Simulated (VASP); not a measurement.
The system is CoSi2.

```
CELL_PARAMETERS angstrom
0.00000 2.67800 2.67800
2.67800 0.00000 2.67800
2.67800 2.67800 0.00000
ATOMIC_POSITIONS crystal
Co 0.00000 0.00000 0.00000
Si 0.25000 0.25000 0.25000
Si 0.75000 0.75000 0.75000
```

Base run:

| Item | Value |
| --- | --- |
| Program | VASP 6.6.1 |
| Functional | PBEsol |
| Potentials or basis | VASP PAW PBE potentials, release 64 (Co, Si) |
| Cutoff | 520 eV |
| k mesh | 10 × 10 × 10 |
| Occupations | fermi-dirac, width 0.1 eV |
| Spin | collinear spin, ferromagnetic start |
| Starting moments | [0.36, 0.06, 0.06] μB |
| Fixed moment | 0.6 μB |

Its results: pressure -3.3 GPa; site moments Co +0.37; Si +0.04 μB.

Problem. After a change of settings the same cell gave: pressure 14.2 GPa; site moments Co +1.46; Si +0.20 μB. Which change was it?
A. fixed moment from 0.6 μB to 3 μB; moments at the start from [0.36, 0.06, 0.06] to [1.82, 0.31, 0.31]
B. fixed moment from 0.6 μB to 1.8 μB; moments at the start from [0.36, 0.06, 0.06] to [1.16, 0.18, 0.18]
C. fixed moment from 0.6 μB to 2.4 μB; moments at the start from [0.36, 0.06, 0.06] to [1.5, 0.24, 0.24]

Solution. C.

Caveats: the PAW data sets were made with another functional, which shifts forces and pressure a little; the total moment is fixed, so each spin has its own Fermi level.
